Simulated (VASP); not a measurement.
# Ta in VASP: a series of runs, part 2 of 2

VASP 6.6.1. The steps go on from the part before.

## (4) Single point, r2SCAN (strain -0.030 along x and y, -0.015 along z)

File POSCAR:

```
Ta
1.0
   -1.6017416000      1.6017416000      1.6265108000
    1.6017416000     -1.6017416000      1.6265108000
    1.6017416000      1.6017416000     -1.6265108000
Ta
1
Direct
    0.0000000000      0.0000000000      0.0000000000
```

File INCAR.step1:

```
SYSTEM = Ta
ALGO     = Normal         ! electronic algorithm
EDIFF    = 1E-4           ! SCF threshold, eV
ENCUT    = 520            ! plane-wave cutoff, eV
GGA      = PE             ! functional
ISMEAR   = 0              ! smearing method
LASPH    = .True.         ! aspherical terms in the spheres
LCHARG   = .False.        ! write CHGCAR
LREAL    = .False.        ! projectors in reciprocal space
LWAVE    = .True.         ! write WAVECAR
NBANDS   = 12             ! bands
NELM     = 80             ! most SCF steps
PREC     = Accurate       ! precision mode
SIGMA    = 0.15           ! smearing width, eV
```

File INCAR.step2:

```
SYSTEM = Ta
ALGO     = Normal         ! electronic algorithm
EDIFF    = 1E-7           ! SCF threshold, eV
ENCUT    = 520            ! plane-wave cutoff, eV
ISIF     = 2              ! what is computed and relaxed
ISMEAR   = 0              ! smearing method
ISTART   = 1            
LASPH    = .True.         ! aspherical terms in the spheres
LCHARG   = .False.        ! write CHGCAR
LMIXTAU  = .True.       
LREAL    = .False.        ! projectors in reciprocal space
LWAVE    = .False.        ! write WAVECAR
METAGGA  = R2SCAN         ! meta-GGA
NBANDS   = 12             ! bands
NELM     = 80             ! most SCF steps
PREC     = Accurate       ! precision mode
SIGMA    = 0.15           ! smearing width, eV
```

File KPOINTS:

```
k-points
0
Gamma
  20 20 20
  0 0 0
```

Potentials or basis: VASP PAW PBE potentials, release 64 (Ta_pv).

On the command line:

```console
> cat potpaw_PBE.64/Ta_pv/POTCAR > POTCAR
> cp INCAR.step1 INCAR
> mpirun -np 1 vasp_std > vasp.out
> cp INCAR.step2 INCAR
> mpirun -np 1 vasp_std > vasp.out
```

OUTCAR:

```text
SYSTEM = Ta
   EDIFF = 1E-7
   ENCUT = 520
   ISIF = 2
   ISMEAR = 0
   ISTART = 1
   LASPH = .True.
   LREAL = .False.
   METAGGA = R2SCAN
   NELM = 80
   PREC = Accurate

 ion  position               nearest neighbor table
   1  0.000  0.000  0.000-

  LATTYP: Found a body centered tetragonal cell.
 ALAT       =     3.2034832000
 C/A-ratio  =     1.0154639175

  Lattice vectors:

 A1 = (  -1.6017416000,   1.6017416000,   1.6265108000)
[... 539 lines left out ...]
     10      18.4227      0.00000
     11      21.1409      0.00000
     12      22.5698      0.00000

 [... further k-points ...]

------------------------ aborting loop because EDIFF is reached ----------------------------------------

  FORCE on cell =-STRESS in cart. coord.  units (eV):
  Direction    XX          YY          ZZ          XY          YZ          ZX
  --------------------------------------------------------------------------------------
  -------------------------------------------------------------------------------------
  Total        2.1041919      2.1041919      1.8551152      0.0000000      0.0000000      0.0000000
  in kB      201.9733558    201.9733558    178.0654313      0.0000000      0.0000000      0.0000000
  external PRESSURE =     194.0040476 kB  Pullay stress =       0.0000000 kB

 VOLUME and BASIS-vectors are now :
 -----------------------------------------------------------------------------
  energy-cutoff  :      520.00
  volume of cell :       16.69
      direct lattice vectors                 reciprocal lattice vectors
    -1.601741600  1.601741600  1.626510800     0.000000000  0.312160214  0.307406505
     1.601741600 -1.601741600  1.626510800     0.312160214  0.000000000  0.307406505
     1.601741600  1.601741600 -1.626510800     0.312160214  0.312160214  0.000000000

 POSITION                                       TOTAL-FORCE (eV/Angst)
 -----------------------------------------------------------------------------------
      0.00000      0.00000      0.00000        -0.000000      0.000000     -0.000000
 -----------------------------------------------------------------------------------
    total drift:                                0.000000      0.000000      0.000000

  FREE ENERGIE OF THE ION-ELECTRON SYSTEM (eV)
  ---------------------------------------------------
  free  energy   TOTEN  =       -48.5051912164 eV

  energy  without entropy=      -48.4924058649  energy(sigma->0) =      -48.49879854
```

OSZICAR.step1:

```text
N       E                     dE             d eps       ncg     rms          rms(c)
DAV:   1     0.611564885674E+02    0.61156E+02   -0.61081E+03 15488   0.886E+02
DAV:   2    -0.111453108566E+02   -0.72302E+02   -0.70384E+02 17120   0.248E+02
DAV:   3    -0.121237254375E+02   -0.97841E+00   -0.96881E+00 18296   0.272E+01
DAV:   4    -0.121261331198E+02   -0.24077E-02   -0.24075E-02 16832   0.145E+00
DAV:   5    -0.121261394325E+02   -0.63127E-05   -0.63129E-05 17048   0.732E-02    0.155E+01
DAV:   6    -0.118190608106E+02    0.30708E+00   -0.23804E-01 17992   0.531E+00    0.783E+00
DAV:   7    -0.117190476709E+02    0.10001E+00   -0.22732E-01 17960   0.490E+00    0.404E-01
DAV:   8    -0.117179266871E+02    0.11210E-02   -0.54419E-03 16020   0.703E-01    0.132E-01
DAV:   9    -0.117178992481E+02    0.27439E-04   -0.97603E-05 12400   0.114E-01
   1 F= -.11717899E+02 E0= -.11711027E+02  d E =-.137445E-01
```

It took 2.5 min on 1 thread of Intel Xeon 6975P-C (Granite Rapids), shared host; peak memory 0.25 GiB.

Results:

```
Free energy : -48.5052 eV
Pressure    : 19.4 GPa
```

Stress tensor (GPa, compression positive):
```
20.20  0.00  0.00
 0.00 20.20  0.00
 0.00  0.00 17.81
```

Levels at points of the mesh, in eV from the Fermi level:
| k point | band 4 | band 5 | band 6 | band 7 | band 8 | band 9 |
| --- | --- | --- | --- | --- | --- | --- |
| (0.00, 0.00, 0.00) | -8.59 | 0.78 | 0.78 | 1.01 | 4.46 | 4.77 |
| (0.50, 0.00, 0.00) | -4.91 | -1.72 | 1.85 | 4.43 | 5.68 | 8.87 |
| (0.50, 0.50, 0.00) | -4.91 | -1.95 | 1.98 | 4.75 | 5.80 | 8.92 |
| (0.50, 0.50, 0.50) | -4.46 | -4.41 | 7.74 | 7.80 | 7.80 | 9.52 |

Caveat: the cell differs from its parent crystal (strain -0.030 along x and y, -0.015 along z); the PAW data sets were made with another functional, which shifts forces and pressure a little; spin-orbit coupling is left out, which moves the levels of the heavy elements.

## (5) Single point, r2SCAN (strain -0.030 along x and y, +0.000 along z)

File POSCAR:

```
Ta
1.0
   -1.6017416000      1.6017416000      1.6512800000
    1.6017416000     -1.6017416000      1.6512800000
    1.6017416000      1.6017416000     -1.6512800000
Ta
1
Direct
    0.0000000000      0.0000000000      0.0000000000
```

File INCAR.step1:

```
SYSTEM = Ta
PREC     = Accurate       ! precision mode
ENCUT    = 520            ! plane-wave cutoff, eV
ISMEAR   = 0              ! smearing method
SIGMA    = 0.15           ! smearing width, eV
LREAL    = .False.        ! projectors in reciprocal space
LASPH    = .True.         ! aspherical terms in the spheres
NELM     = 60             ! most SCF steps
NBANDS   = 12             ! bands
GGA      = PE             ! functional
ALGO     = Normal         ! electronic algorithm
EDIFF    = 1E-4           ! SCF threshold, eV
LWAVE    = .True.         ! write WAVECAR
LCHARG   = .False.        ! write CHGCAR
```

File INCAR.step2:

```
SYSTEM = Ta
PREC     = Accurate       ! precision mode
ENCUT    = 520            ! plane-wave cutoff, eV
EDIFF    = 1E-6           ! SCF threshold, eV
ISMEAR   = 0              ! smearing method
SIGMA    = 0.15           ! smearing width, eV
LREAL    = .False.        ! projectors in reciprocal space
LASPH    = .True.         ! aspherical terms in the spheres
NELM     = 60             ! most SCF steps
ALGO     = Normal         ! electronic algorithm
ISIF     = 2              ! what is computed and relaxed
LWAVE    = .False.        ! write WAVECAR
LCHARG   = .False.        ! write CHGCAR
METAGGA  = R2SCAN         ! meta-GGA
LMIXTAU  = .True.       
NBANDS   = 12             ! bands
ISTART   = 1
```

File KPOINTS:

```
regular mesh
0
Gamma
  20 20 20
  0 0 0
```

On the command line:

```console
> cat potpaw_PBE.64/Ta_pv/POTCAR > POTCAR
> cp INCAR.step1 INCAR
> mpirun -np 1 vasp_std > vasp.out
> cp INCAR.step2 INCAR
> mpirun -np 1 vasp_std > vasp.out
```

Run time: 2.2 min. Hardware: 1 thread of Intel Xeon 6975P-C (Granite Rapids), shared host; peak memory 0.24 GiB.

It converged, with:

```
Free energy : -48.5292 eV
Pressure    : 15.4 GPa
```

Stress tensor (GPa, compression positive):
```
16.88  0.00  0.00
 0.00 16.88  0.00
 0.00  0.00 12.54
```

Levels at points of the mesh, in eV from the Fermi level:
| k point | band 4 | band 5 | band 6 | band 7 | band 8 | band 9 |
| --- | --- | --- | --- | --- | --- | --- |
| (0.00, 0.00, 0.00) | -8.55 | 0.71 | 0.71 | 1.15 | 4.24 | 4.85 |
| (0.50, 0.00, 0.00) | -4.84 | -1.60 | 1.72 | 4.21 | 5.60 | 8.68 |
| (0.50, 0.50, 0.00) | -4.83 | -2.05 | 1.97 | 4.87 | 5.81 | 8.78 |
| (0.50, 0.50, 0.50) | -4.38 | -4.29 | 7.56 | 7.69 | 7.69 | 9.08 |

Caveat: the cell differs from its parent crystal (strain -0.030 along x and y, +0.000 along z); the PAW data sets were made with another functional, which shifts forces and pressure a little; spin-orbit coupling is left out, which moves the levels of the heavy elements.

## (6) Overview

```tsv
cell	gap on the mesh (eV)	pressure (GPa)
a = 2.774 Å, angles 109.5°, 1 atom	none	23.7
a = 2.946 Å, angles 109.5°, 1 atom	none	-14.5
a = 2.789 Å, angles 109.9, 109.9, 108.6°, 1 atom	none	19.4
a = 2.803 Å, angles 110.3, 110.3, 107.8°, 1 atom	none	15.4
```

Alike in all rows: task single point; level r2SCAN; potentials or basis VASP PAW PBE potentials, release 64 (Ta_pv); no spin polarisation; k mesh 20 × 20 × 20; cutoff (eV) 520; smearing gaussian 0.15 eV.

Caveats: the PAW data sets were made with another functional, which shifts forces and pressure a little; spin-orbit coupling is left out, which moves the levels of the heavy elements.

Total energies depend on the potentials used, so only differences within one code and one set of settings carry meaning.
